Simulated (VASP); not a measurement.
Write the native input for VASP 6.6.1 that does the following.

- Task: single point
- Functional: PBE
- Potentials or basis: VASP PAW PBE potentials, release 64 (Mg, Tl_d, Se)
- Cutoff: 520 eV
- k mesh: 6 × 6 × 4
- Occupations: gaussian, width 0.1 eV
- Spin: no spin polarisation
- Dipole correction: no
- Further INCAR settings: ALGO = Normal; EDIFF = 1e-06; NBANDS = 18

The structure of MgTlSe lies in POSCAR:

```
MgTlSe
1.0
    3.6842828900      0.0000000000      0.0000000000
    0.0000000000      3.6842828900      0.0000000000
    0.0000000000      0.0000000000      5.9898141900
Mg Tl Se
1 1 1
Direct
    0.0000000000      0.0000000000      0.0000000000
    0.0000000000      0.0000000000      0.5000000000
    0.5000000000      0.5000000000      0.0000000000
```

The cell was built from a structure type or drawn by symmetry, and may not be a known phase.

One way to write it, as run:

INCAR

```
PREC = Accurate ; ENCUT = 520
EDIFF = 1E-6 ; ISMEAR = 0
SIGMA = 0.1 ; LREAL = F
LASPH = T ; NELM = 80
ALGO = Normal ; ISIF = 2
LWAVE = F ; LCHARG = T
GGA = PE ; LELF = T
LVHAR = T ; NBANDS = 18
```

KPOINTS

```
Automatic mesh
0
Gamma
  6 6 4
```

Potentials or basis: VASP PAW PBE potentials, release 64 (Mg, Tl_d, Se).

The run is started by

```console
$ cat potpaw_PBE.64/Mg/POTCAR potpaw_PBE.64/Tl_d/POTCAR potpaw_PBE.64/Se/POTCAR > POTCAR
$ mpirun -np 1 vasp_std > vasp.out
```

It gave:

- Pressure: 2.0 GPa
- Band gap on the k mesh: zero (an odd number of electrons rules out a gap without spin polarisation)

Caveat: spin-orbit coupling is left out, which moves the levels of the heavy elements.

It took 34 s on 1 thread of Intel(R) Xeon(R) Platinum 8259CL CPU @ 2.50GHz (Skylake/Cascade Lake), on a shared host, peak memory 0.21 GiB.
